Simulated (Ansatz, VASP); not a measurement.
## HC10: VASP beside Ansatz

```
C H
1.0
     8.54367    0.00000    0.00000
    -2.13592    8.61105    0.00000
     0.00000    0.00000   22.77880
C H
20 2
Direct
  0.07821 0.97949 0.17560
  0.57821 0.97949 0.17560
  0.41154 0.97949 0.17560
  0.91154 0.97949 0.17560
  0.32308 0.95898 0.22918
  0.82308 0.95898 0.22918
  0.15641 0.95898 0.22918
  0.65641 0.95898 0.22918
  0.06690 0.93838 0.28268
  0.56690 0.93838 0.28268
  0.40229 0.93838 0.28268
  0.90229 0.93838 0.28268
  0.31111 0.91767 0.33642
  0.81111 0.91767 0.33642
  0.14772 0.91767 0.33642
  0.64772 0.91767 0.33642
  0.04737 0.89880 0.38539
  0.54737 0.89880 0.38539
  0.40203 0.89879 0.38539
  0.90203 0.89879 0.38539
  0.24577 0.23213 0.43324
  0.32185 0.23213 0.43324
```

Alike in both runs: task single point; functional PBE; k mesh 4 × 3 × 1; occupations gaussian, width 0.1 eV; no spin polarisation.

|  | VASP | Ansatz |
| --- | --- | --- |
| version | VASP 6.6.1 | Ansatz 0.2.0 |
| potentials or method | VASP PAW PBE potentials, release 64 (C, H), cutoff 520 eV | scalar-relativistic, plane waves, PAW |
| valence electrons in the cell | 82 | 82 |

VASP gave:

```
gap on the k mesh at the Fermi level (eV) : 0.26
least direct gap on the mesh (eV)         : 0.36
rms of the force components (eV/Å)        : 1.927
```

Task: Which values does Ansatz return?

Result: gap on the k mesh at the Fermi level (eV): 0.26; least direct gap on the mesh (eV): 0.36; rms of the force components (eV/Å): 1.931.

Atom by atom the forces differ by 0.025 eV/Å (rms over components).
